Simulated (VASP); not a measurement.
# Al in VASP: further runs

The runs below take Al through single point, relaxation of cell and atoms, with PBE.

Everything below comes from runs of VASP 6.6.1. Logs are shortened: lines on timing, memory, paths and dates and some standing lists are left out, and cuts for length are marked.

### Step 1. The cell of the first run

The typed cell holds 6 atoms: a = 2.858 Å, b = 2.861 Å, c = 14.147 Å, α = 84.23°, β = 84.57°, γ = 60.15°.

### Step 2. Single point, PBE

INCAR

```
  ALGO = Normal
  EDIFF = 1E-6
  ENCUT = 520
  GGA = PE
  ISIF = 2
  ISMEAR = 0
  LASPH = T
  LCHARG = F
  LREAL = F
  LWAVE = F
  NBANDS = 18
  NELM = 100
  PREC = Accurate
  SIGMA = 0.2
```

KPOINTS

```
k-points
0
Gamma
  8 8 2
```

POSCAR

```
Al
1.0
   -1.3446704653      2.5191284853      0.1119252459
   -2.8566240533      0.0844225230      0.1367272612
   -0.7346158467      0.4997616953     14.1191617741
Al
6
Direct
    0.6139238063      0.6100145043      0.1661638355
    0.1139238063      0.1100145043      0.6661638355
    0.8860761937      0.8899854957      0.3338361645
    0.3860761937      0.3899854957      0.8338361645
    0.0000000000      0.0000000000      0.0000000000
    0.5000000000      0.5000000000      0.5000000000
```

Potentials or basis: VASP PAW PBE potentials, release 64 (Al).

On the command line:

```console
$ cat potpaw_PBE.64/Al/POTCAR > POTCAR
$ mpirun -np 1 vasp_std > vasp.out
```

OUTCAR:

```text
EDIFF = 1E-6
   ENCUT = 520
   GGA = PE
   ISIF = 2
   ISMEAR = 0
   LASPH = T
   LREAL = F
   NELM = 100
   PREC = Accurate

 ion  position               nearest neighbor table
   1  0.614  0.610  0.166-   5 2.86   5 2.86   5 2.86   3 2.87   3 2.87   3 2.90
   2  0.114  0.110  0.666-   6 2.86   6 2.86   6 2.86   4 2.87   4 2.87   4 2.90
   3  0.886  0.890  0.334-   6 2.86   6 2.86   6 2.86   1 2.87   1 2.87   1 2.90
   4  0.386  0.390  0.834-   5 2.86   5 2.86   5 2.86   2 2.87   2 2.87   2 2.90
   5  0.000  0.000  0.000-   1 2.86   4 2.86   4 2.86   1 2.86   4 2.86   1 2.86
   6  0.500  0.500  0.500-   2 2.86   3 2.86   3 2.86   2 2.86   3 2.86   2 2.86
[... 11 lines left out ...]
 A1 = (   1.5119535880,   2.4347059623,  -0.0248020153)
 A2 = (   2.8566240533,  -0.0844225230,  -0.1367272612)
 A3 = (  -0.6100546186,   2.0193667900, -14.0072365282)

Analysis of symmetry for initial positions (statically):
=====================================================================
 Subroutine PRICEL returns following result:

  LATTYP: Found a triclinic cell.
 ALAT       =     2.8577393594
 B/A-ratio  =     1.0029184530
 C/A-ratio  =     2.5284178161
 COS(alpha) =     0.0054243908
 COS(beta)  =     0.2036149858
 COS(gamma) =     0.5002719838

  Lattice vectors:

 A1 = (  -1.3446704653,   2.5191284853,   0.1119252459)
 A2 = (   1.5119535880,   2.4347059623,  -0.0248020153)
 A3 = (  -1.7333393359,   1.0518946565,  -6.9352546335)

   2 primitive cells build up your supercell.

 Routine SETGRP: Setting up the symmetry group for a
 triclinic supercell.

 Subroutine GETGRP returns: Found  2 space group operations
 (whereof  2 operations were pure point group operations)
 out of a pool of  2 trial point group operations.

The static configuration has the point symmetry S_2 .

Analysis of symmetry for dynamics (positions and initial velocities):
=====================================================================
 Subroutine PRICEL returns following result:

  LATTYP: Found a triclinic cell.
 ALAT       =     2.8577393594
 B/A-ratio  =     1.0029184530
 C/A-ratio  =     2.5284178161
 COS(alpha) =     0.0054243908
 COS(beta)  =     0.2036149858
 COS(gamma) =     0.5002719838

  Lattice vectors:

 A1 = (  -1.3446704653,   2.5191284853,   0.1119252459)
 A2 = (   1.5119535880,   2.4347059623,  -0.0248020153)
 A3 = (  -1.7333393359,   1.0518946565,  -6.9352546335)

   2 primitive cells build up your supercell.

[... 112 lines left out ...]
   NSW    =      0    number of steps for IOM
   IBRION =     -1    ionic relax: 0-MD 1-quasi-New 2-CG
   NFREE  =      0    steps in history (QN), initial steepest desc. (CG)
   ISIF   =      2    stress and relaxation
   ISYM   =      2    0-nonsym 1-usesym 2-fastsym
   POTIM  = 0.5000    time-step for ionic-motion
   TEBEG  =    0.0;   TEEND  =   0.0 temperature during run
   PSTRESS=    0.0 pullay stress
   NELECT =      18.0000    total number of electrons
   NUPDOWN=      -1.0000    fix difference up-down
   EMIN   =  10.00;   EMAX   =-10.00  energy-range for DOS
   EFERMI =   0.00;   METHOD = LEGACY
   ISMEAR =     0;   SIGMA  =   0.20  broadening in eV -4-tet -1-fermi 0-gaus
   EFERMI_NEDOS =   21; number of points for ismear=-14 and -15
   IALGO  =     38    algorithm
   IMIX   =      4    mixing-type and parameters
     AMIX     =   0.40;   BMIX     =  1.00
     AMIX_MAG =   1.60;   BMIX_MAG =  1.00
  volume/ion in A,a.u.               =      16.61       112.12
  Fermi-wavevector in a.u.,A,eV,Ry     =   0.925306  1.748575 11.649187  0.856191
  Thomas-Fermi vector in A             =   2.051146
   LORBIT       =      0    0 simple, 1 ext, 2 COOP (PROOUT), +10 PAW based schemes
   GGA     = PE    functional components
   LHFCALC =     F    Hartree Fock is set to
   AEXX    =    0.0000 exact exchange contribution
   IVDW    =     0    specifies the selected vdW correction
   LEPSILON=     F    determine dielectric tensor
   LRPA    =     F    only Hartree local field effects (RPA)
 non-spin polarized calculation
 Gauss-broadening in eV      SIGMA  =   0.20
  energy-cutoff  :      520.00
  volume of cell :       99.69
 maximum number of plane-waves:      2709
 NGX is ok and might be reduce to    24

 number of electron      18.0000000 magnetization

 Free energy of the ion-electron system (eV)
  ---------------------------------------------------
  ext. energy  EPLUGINS =         0.00000000
  ---------------------------------------------------
  free energy    TOTEN  =       -22.37012344 eV

  energy without entropy =      -22.32341122  energy(sigma->0) =      -22.34676733

 E-fermi :   7.9223     XC(G=0): -10.1728

 val. band max:        7.9218206339   @ k =  -0.2500   0.2500   0.5000
 cond. band min:       7.9242116649   @ k =   0.3750   0.3750   0.0000
 fundamental gap:      0.0023910310
 Fermi energy:         7.9223093018

 k-point     1 :       0.0000    0.0000    0.0000
  band No.  band energies     occupation
      1      -3.1606      2.00000
      2      -2.4322      2.00000
      3      -2.3938      2.00000
      4      -0.2111      2.00000
      5      -0.1760      2.00000
      6       3.3514      2.00000
[... 481 lines left out ...]
      5       2.9839      2.00000
      6       5.0508      2.00000
[... 10 lines left out ...]
     17      12.7995      0.00000
     18      13.0031      0.00000

 [... further k-points ...]

------------------------ aborting loop because EDIFF is reached ----------------------------------------

  FORCE on cell =-STRESS in cart. coord.  units (eV):
  Direction    XX          YY          ZZ          XY          YZ          ZX
  --------------------------------------------------------------------------------------
  -------------------------------------------------------------------------------------
  Total       -0.0367331     -0.1538726     -0.4040795     -0.2986807      0.0801531      0.0199059
  in kB       -0.5903745     -2.4730383     -6.4943614     -4.8003939      1.2882205      0.3199281
  external PRESSURE =      -3.1859247 kB  Pullay stress =       0.0000000 kB

 VOLUME and BASIS-vectors are now :
 -----------------------------------------------------------------------------
  energy-cutoff  :      520.00
  volume of cell :       99.69
      direct lattice vectors                 reciprocal lattice vectors
    -1.344670465  2.519128485  0.111925246     0.011271660  0.403587960 -0.013698934
    -2.856624053  0.084422523  0.136727261    -0.356233516 -0.189626465 -0.011822709
    -0.734615847  0.499761695 14.119161774     0.003360345 -0.001363011  0.071048817

 POSITION                                       TOTAL-FORCE (eV/Angst)
 -----------------------------------------------------------------------------------
     -2.69017      1.68109      2.49821         0.008430     -0.006537     -0.002902
     -0.95683      0.62920      9.43347         0.008430     -0.006537     -0.002902
     -3.97908      2.47411      4.93435        -0.008430      0.006537      0.002902
     -2.24574      1.42222     11.86960        -0.008430      0.006537      0.002902
      0.00000      0.00000      0.00000        -0.000000      0.000000     -0.000000
     -2.46796      1.55166      7.18391         0.000000      0.000000     -0.000000
 -----------------------------------------------------------------------------------
    total drift:                                0.000000     -0.000000     -0.000000

  FREE ENERGIE OF THE ION-ELECTRON SYSTEM (eV)
  ---------------------------------------------------
  free  energy   TOTEN  =       -22.3701234445 eV

  energy  without entropy=      -22.3234112212  energy(sigma->0) =      -22.34676733
```

stdout:

```text
POSCAR found type information on POSCAR Al
 POSCAR found :  1 types and       6 ions
 scaLAPACK will be used
 LDA part: xc-table for (Slater+PW92), standard interpolation
 POSCAR, INCAR and KPOINTS ok, starting setup
 FFT: planning ... GRIDC
 FFT: planning ... GRID_SOFT
 FFT: planning ... GRID
 WAVECAR not read
 entering main loop
```

It took 2.6 min on 1 thread of Intel Xeon Platinum 8259CL at 2.50GHz (Skylake/Cascade Lake), shared host; peak memory 0.26 GiB.

Results:

```
Free energy            : -22.3701 eV
Pressure               : -0.3 GPa
Largest force          : 0.011 eV/Å
Band gap on the k mesh : zero (bands 9 and 10 overlap by 5.79 eV)
```

Forces on the atoms (eV/Å):
```
Al   0.008 -0.007 -0.003
Al   0.008 -0.007 -0.003
Al  -0.008  0.007  0.003
Al  -0.008  0.007  0.003
Al   0.000  0.000  0.000
Al   0.000  0.000  0.000
```

### Step 3. Single point, PBE

This run uses another cell than the first one, of 16.58 Å³/atom.

INCAR

```
  ALGO = Normal
  EDIFF = 1E-6
  ENCUT = 520
  GGA = PE
  ISIF = 2
  ISMEAR = 0
  LASPH = True
  LCHARG = True
  LELF = True
  LREAL = False
  LVHAR = True
  LWAVE = False
  NBANDS = 18
  NELM = 80
  PREC = Accurate
  SIGMA = 0.2
```

KPOINTS is that of step 2.

POSCAR

```
Al
1.0
   -1.3358876171      2.5059392558      0.0989893298
   -2.8640431337      0.0711279869      0.0999666441
   -0.5552310773      0.5197604873     14.0744752472
Al
6
Direct
    0.6086932085      0.6170763511      0.1660866766
    0.1119957553      0.1156966002      0.6661182753
    0.8881851697      0.8819370354      0.3339186420
    0.3900236614      0.3858220307      0.8339002863
    0.0005165987      0.0020357832     -0.0000319049
    0.5005856062      0.4974321994      0.5000080246
```

Potentials or basis: VASP PAW PBE potentials, release 64 (Al).

On the command line:

```console
$ cat potpaw_PBE.64/Al/POTCAR > POTCAR
$ mpirun -np 1 vasp_std > vasp.out
```

Wall time 1.8 min (1 thread of Intel Xeon Platinum 8259CL at 2.50GHz (Skylake/Cascade Lake), shared host); peak memory 0.27 GiB.

It converged, with:

* Free energy: -22.3697 eV
* Pressure: -0.1 GPa
* Largest force: 0.005 eV/Å
* Band gap on the k mesh: zero (bands 9 and 10 overlap by 5.96 eV)

Forces in eV/Å, atoms in the order of the input:
```
Al  -0.001  0.002  0.002
Al   0.001 -0.002  0.002
Al  -0.002  0.002 -0.002
Al   0.003  0.000 -0.004
Al   0.002 -0.002  0.002
Al  -0.002 -0.001  0.001
```

Stress tensor (GPa, compression positive):
```
-0.13 -0.10  0.01
-0.10  0.00 -0.03
 0.01 -0.03 -0.23
```

Levels at points of the mesh, in eV from the Fermi level:
```
           k point  band 6  band 7  band 8  band 9  band 10  band 11  band 12  band 13
(0.00, 0.00, 0.00)   -4.59   -4.40    0.45    0.48     6.58     6.59    10.47    10.77
(0.50, 0.00, 0.00)   -4.26   -2.71   -2.71   -1.76    -1.76     0.55     0.56     2.03
(0.00, 0.50, 0.00)   -4.43   -2.68   -2.67   -2.05    -2.04     0.66     0.66     1.71
(0.50, 0.50, 0.00)   -3.75   -3.42   -2.50   -1.66    -1.23    -0.10     0.62     2.15
(0.00, 0.00, 0.50)   -6.49   -2.17   -2.17    3.40     3.40     9.87     9.87    10.55
(0.50, 0.00, 0.50)   -3.62   -3.59   -2.77   -1.46    -1.01    -0.43     0.32     2.44
(0.00, 0.50, 0.50)   -3.76   -3.61   -3.06   -1.40    -0.92    -0.76     0.03     2.58
(0.50, 0.50, 0.50)   -4.11   -2.88   -2.87   -1.49    -1.47     0.30     0.31     2.38
```

### Step 4. Relaxation of cell and atoms, PBE

INCAR

```
PREC = Accurate
ENCUT = 600
EDIFF = 1E-7
ISMEAR = 0
SIGMA = 0.2
LREAL = False
LASPH = True
NELM = 100
ALGO = Fast
ISIF = 3
LWAVE = False
LCHARG = False
GGA = PE
IBRION = 2
NSW = 80
EDIFFG = -0.025
```

KPOINTS

```
regular mesh
0
Gamma
  8 8 2
```

POSCAR

```
Al
1.0
   -1.3347485598      2.5154674952      0.1073778624
   -2.8711489951      0.0663324978      0.1078317447
   -0.5953099646      0.5490993895     14.0272152154
Al
6
Direct
    0.5967841913      0.6180913020      0.1679907690
    0.1068740666      0.1448021578      0.6634964333
    0.8688193533      0.8959033445      0.3295961296
    0.4061069367      0.3616992359      0.8361900402
    0.0000715323      0.0161995957      0.0062592560
    0.5213439197      0.4633043641      0.4964673719
```

On the command line:

```console
$ cat potpaw_PBE.64/Al/POTCAR > POTCAR
$ mpirun -np 1 vasp_std > vasp.out
```

Run time: 8.6 min. Hardware: 1 thread of Intel Xeon Platinum 8259CL at 2.50GHz (Skylake/Cascade Lake), shared host; peak memory 0.29 GiB.

It converged, with:

* Free energy: -22.3690 eV
* Relaxed volume: 16.56 Å³/atom
* Relaxed cell: a = 2.840 Å, b = 2.863 Å, c = 14.084 Å, α = 86.03°, β = 85.14°, γ = 60.59°
* Space group after relaxing (to 0.1 Å): C2/m (No. 12)
* Energy gained by relaxing: 6.8 meV/atom
* Ionic steps: 9
* Pressure after relaxing: 0.0 GPa
* Largest force after relaxing: 0.024 eV/Å

Forces on the atoms (eV/Å):
```
Al   0.003  0.018  0.005
Al   0.020  0.002 -0.007
Al  -0.008  0.010 -0.007
Al  -0.010 -0.012  0.008
Al   0.007 -0.009  0.021
Al  -0.011 -0.010 -0.020
```

Stress tensor (GPa, compression positive):
```
 0.04 -0.08  0.00
-0.08  0.01 -0.05
 0.00 -0.05 -0.09
```

Step by step:
```csv
step,energy change (eV),largest force (eV/Å),pressure (GPa),volume (Å³)
1,0.0000,0.3057,-0.14,99.82
2,-0.0109,0.2436,-0.04,99.61
3,-0.0231,0.1785,0.30,99.10
4,-0.0313,0.1551,-0.12,99.59
5,-0.0344,0.1281,-0.56,100.14
6,-0.0391,0.0742,0.22,99.09
7,-0.0391,0.0746,0.24,99.06
8,-0.0410,0.0298,0.02,99.33
9,-0.0410,0.0245,-0.02,99.37
```

Final structure:
```cif
data_structure
_symmetry_space_group_name_H-M 'P 1'
_symmetry_Int_Tables_number 1
_cell_length_a 2.8404
_cell_length_b 2.8632
_cell_length_c 14.0841
_cell_angle_alpha 86.030
_cell_angle_beta 85.139
_cell_angle_gamma 60.587
_cell_volume 99.37
loop_
_atom_site_label
_atom_site_type_symbol
_atom_site_fract_x
_atom_site_fract_y
_atom_site_fract_z
_atom_site_occupancy
Al1 Al 0.59862 0.62423 0.16585 1
Al2 Al 0.11338 0.12196 0.66628 1
Al3 Al 0.88318 0.87768 0.33427 1
Al4 Al 0.39905 0.37894 0.83363 1
Al5 Al 0.00326 0.00319 0.99942 1
Al6 Al 0.50251 0.49399 0.50055 1
```

Levels at points of the mesh, in eV from the Fermi level:
```tsv
k point	band 5	band 6	band 7	band 8	band 9	band 10	band 11	band 12	band 13
(0.00, 0.00, 0.00)	-8.12	-4.59	-4.40	0.46	0.48	6.58	6.59	10.47	10.75
(0.50, 0.00, 0.00)	-4.27	-4.26	-2.76	-2.72	-1.76	-1.74	0.50	0.54	2.03
(0.00, 0.50, 0.00)	-4.47	-4.46	-2.64	-2.63	-2.12	-2.10	0.72	0.73	1.64
(0.50, 0.50, 0.00)	-4.22	-3.76	-3.40	-2.45	-1.68	-1.26	-0.04	0.66	2.12
(0.00, 0.00, 0.50)	-6.50	-6.48	-2.18	-2.16	3.40	3.40	9.87	9.87	10.56
(0.50, 0.00, 0.50)	-4.16	-3.64	-3.59	-2.76	-1.49	-1.05	-0.41	0.32	2.41
(0.00, 0.50, 0.50)	-4.10	-3.79	-3.58	-3.12	-1.35	-0.86	-0.85	-0.01	2.65
(0.50, 0.50, 0.50)	-4.09	-4.08	-2.91	-2.87	-1.44	-1.41	0.26	0.29	2.43
```

Caveat: the highest band is partly filled, so the run has too few bands.

### Step 5. Single point, PBE

This run uses another cell than the first one: it holds 3 atoms, not 6.

INCAR

```
ALGO     = Fast           # electronic algorithm
EDIFF    = 1E-6           # SCF threshold, eV
ENCUT    = 520            # plane-wave cutoff, eV
GGA      = PE             # functional
ISIF     = 2              # what is computed and relaxed
ISMEAR   = 0              # smearing method
LASPH    = T              # aspherical terms in the spheres
LCHARG   = F              # write CHGCAR
LREAL    = F              # projectors in reciprocal space
LWAVE    = F              # write WAVECAR
NBANDS   = 12             # bands
NELM     = 80             # most SCF steps
PREC     = Accurate       # precision mode
SIGMA    = 0.1            # smearing width, eV
```

KPOINTS

```
k-points
0
Gamma
  18 18 8
```

POSCAR

```
Al
1.0
    2.8566240533     -0.0844225230     -0.1367272612
   -1.3446704653      2.5191284853      0.1119252459
   -1.1232847174     -0.9674721335      7.0719818947
Al
3
Direct
    0.5561493312      0.7800876417      0.3323276709
    0.4438506688      0.2199123583      0.6676723291
    0.0000000000      0.0000000000      0.0000000000
```

On the command line:

```console
$ cat potpaw_PBE.64/Al/POTCAR > POTCAR
$ mpirun -np 1 vasp_std > vasp.out
```

Run time: 8.1 min. Hardware: 1 thread of Intel Xeon Platinum 8259CL at 2.50GHz (Skylake/Cascade Lake), shared host; peak memory 0.65 GiB.

Results (log left out):

| Quantity | Value |
| --- | --- |
| Free energy | -11.1840 eV |
| Pressure | 0.0 GPa |
| Band gap on the k mesh | zero (an odd number of electrons rules out a gap without spin polarisation) |

Levels at points of the mesh, in eV from the Fermi level:
| k point | band 2 | band 3 | band 4 | band 5 | band 6 | band 7 |
| --- | --- | --- | --- | --- | --- | --- |
| (0.00, 0.00, 0.00) | -8.11 | -8.08 | 0.47 | 0.49 | 10.91 | 10.99 |
| (0.50, 0.00, 0.00) | -4.85 | -4.14 | -3.66 | -0.38 | 0.36 | 2.35 |
| (0.00, 0.50, 0.00) | -5.01 | -3.59 | -2.81 | -1.42 | -0.96 | 4.12 |
| (0.50, 0.50, 0.00) | -5.01 | -3.52 | -2.68 | -1.49 | -1.05 | 4.30 |
| (0.00, 0.00, 0.50) | -10.30 | -4.55 | -4.38 | 6.57 | 6.58 | 10.65 |
| (0.50, 0.00, 0.50) | -5.03 | -3.55 | -2.73 | -1.52 | -1.07 | 4.26 |
| (0.00, 0.50, 0.50) | -4.86 | -4.09 | -3.58 | -0.49 | 0.28 | 2.49 |
| (0.50, 0.50, 0.50) | -4.82 | -4.12 | -3.63 | -0.34 | 0.40 | 2.38 |

### Step 6. Overview

| task | cell | k mesh | cutoff (eV) | smearing | gap on the mesh (eV) | pressure (GPa) | largest force (eV/Å) |
| --- | --- | --- | --- | --- | --- | --- | --- |
| single point | a = 2.858, b = 2.861, c = 14.147 Å, angles 84.2, 84.6, 60.2°, 6 atoms, atomic positions A | 8 × 8 × 2 | 520 | gaussian 0.2 eV | none | -0.3 | 0.01 |
| single point | a = 2.842, b = 2.867, c = 14.095 Å, angles 85.7, 85.1, 60.5°, 6 atoms, atomic positions B | 8 × 8 × 2 | 520 | gaussian 0.2 eV | none | -0.1 | - |
| relaxation of cell and atoms | relaxed from a = 2.850, b = 2.874, c = 14.051 Å, angles 85.4, 84.7, 60.7°, 6 atoms, atomic positions C | 8 × 8 × 2 | 600 | gaussian 0.2 eV | - | 0.0 | 0.02 |
| single point | a = 2.861, b = 2.858, c = 7.226 Å, angles 90.4, 101.4, 119.8°, 3 atoms, atomic positions D | 18 × 18 × 8 | 520 | gaussian 0.1 eV | none | 0.0 | - |

Alike in all rows: level PBE; potentials or basis VASP PAW PBE potentials, release 64 (Al); no spin polarisation.

Caveats: the highest band is partly filled, so the run has too few bands (at least some runs).

Total energies depend on the potentials used, so only differences within one code and one set of settings carry meaning.
